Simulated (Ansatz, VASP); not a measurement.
**Fe: VASP beside Ansatz**

```
CELL_PARAMETERS angstrom
0.00000 1.79228 1.90089
1.79228 0.00000 1.90089
1.79228 1.79228 0.00000
ATOMIC_POSITIONS crystal
Fe 0.00000 0.00000 0.00000
```

Change from the starting cell: z stretched by +4 % at fixed volume, PAW files.

Alike in both runs: task electric field gradients; functional PBE; k mesh 17 × 17 × 17; occupations fermi-dirac, width 0.03 eV; collinear spin.

|  | VASP | Ansatz |
| --- | --- | --- |
| version | VASP 6.6.1 | Ansatz 0.2.0 |
| potentials or method | VASP PAW PBE potentials, release 64 (Fe) | PAW with Ansatz's default frozen-core files, scalar-relativistic |
| plane-wave cutoff (eV) | 520 | 420 |
| valence electrons in the cell | 8 | 16 |

```tsv
	VASP	Ansatz	Ansatz less VASP
pressure (GPa)	-3.2	-3.2	0.00
traceless stress, the component that is largest in VASP (GPa)	4.84	4.92	+0.086
net moment per atom (μB)	2.58	2.57	-0.009
size of the moment on the site where the two differ most (μB)	2.58	2.62	+0.035
size of Vzz on the site where it differs most (V/Å²)	0.6	3.2	+2.63
```

Site moments also hang on the region over which each program counts them. The functional is the same, so the differences come from potentials, cutoffs and numerics. VASP's potentials hold 8 valence electrons a cell and Ansatz's 16, so a difference there can come from the potentials and not from the codes.
